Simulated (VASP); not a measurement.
AlAs, 2 atoms in the cell. The structure is cubic, space group F-43m (No. 216). The conventional cell has a = 5.661 Å, b = 5.661 Å, c = 5.661 Å, α = 90.00°, β = 90.00°, γ = 90.00°. Al (site symmetry -43m) has 4 As at 2.45 Å within 3.2 Å. Within 3.2 Å of As (site symmetry -43m) lie 4 Al at 2.45 Å. 

* Program: VASP 6.6.1
* Task: single point
* Functional: PBEsol
* Potentials or basis: VASP PAW PBE potentials, release 64 (Al, As)
* Cutoff: 500 eV
* k mesh: 10 × 10 × 10
* Occupations: fermi-dirac, width 0.05 eV
* Spin: no spin polarisation
* Dipole correction: no
* Further INCAR settings: ALGO = Normal; EDIFF = 1e-06; NBANDS = 11

Potentials or basis: VASP PAW PBE potentials, release 64 (Al, As).

Run with:

```sh
$ cat potpaw_PBE.64/Al/POTCAR potpaw_PBE.64/As/POTCAR > POTCAR
$ mpirun -np 1 vasp_std > vasp.out
```

Hardware: 1 thread of Intel Xeon 8259CL, on a shared host.

**Question.** How long does it take, and how much memory?

**Answer.** Wall time 35 s on 1 thread of Intel Xeon 8259CL, with other jobs on the host, peak memory 0.18 GiB. Counts: scf iterations 12, k points 47.
